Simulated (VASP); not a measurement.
**Al2O3: single point with r2SCAN**

Crystal: Al2O3.

```
Al O
1.0
     2.80567    0.00000    0.00000
    -1.40284    2.42978    0.00000
     0.00000    0.00000    6.69379
Al O
2 3
Cartesian
  0.0000 1.6199 1.3343
  1.4028 0.8099 5.3594
  0.0000 0.0000 0.0000
  0.0000 1.6199 4.7071
  1.4028 0.8099 1.9867
```

| Property | Result |
| --- | --- |
| Program | VASP 6.6.1 |
| Task | single point |
| Functional | r2SCAN |
| Potentials or basis | VASP PAW PBE potentials, release 64 (Al, O) |
| Cutoff | 520 eV |
| k mesh | 9 × 9 × 4 |
| Occupations | gaussian, width 0.01 eV |
| Spin | no spin polarisation |
| Dipole correction | no |
| Further INCAR settings | ALGO = Normal; EDIFF = 1e-06; NBANDS = 20 |

```json
{
 "Pressure": "14.9 GPa",
 "Largest force": "0.815 eV/Å",
 "Band gap on the k mesh": "6.24 eV (least direct gap 6.29 eV)"
}
```

Forces on the atoms (eV/Å):
```
Al   0.000  0.000 -0.254
Al   0.000  0.000  0.254
O    0.000  0.000  0.000
O    0.000  0.000 -0.815
O    0.000  0.000  0.815
```

Stress tensor (GPa, compression positive):
```
17.49  0.00  0.00
 0.00 17.49  0.00
 0.00  0.00  9.65
```

Levels at points of the mesh, in eV from the valence-band top:
```tsv
k point	band 9	band 10	band 11	band 12	band 13	band 14	band 15	band 16
(0.00, 0.00, 0.00)	-1.68	-1.04	-1.04	-0.06	6.24	9.09	10.26	14.30
(0.00, 0.00, 0.50)	-1.64	-1.21	-1.07	-1.07	6.94	8.96	9.65	14.95
```

Run time: 3.9 min on 1 thread of Intel Xeon 8259CL, with other jobs on the host, peak memory 0.18 GiB.

Caveat: the stress differs along the axes, from 10 to 17 GPa; the PAW data sets were made with another functional, which shifts forces and pressure a little. A k mesh can miss the band edges.
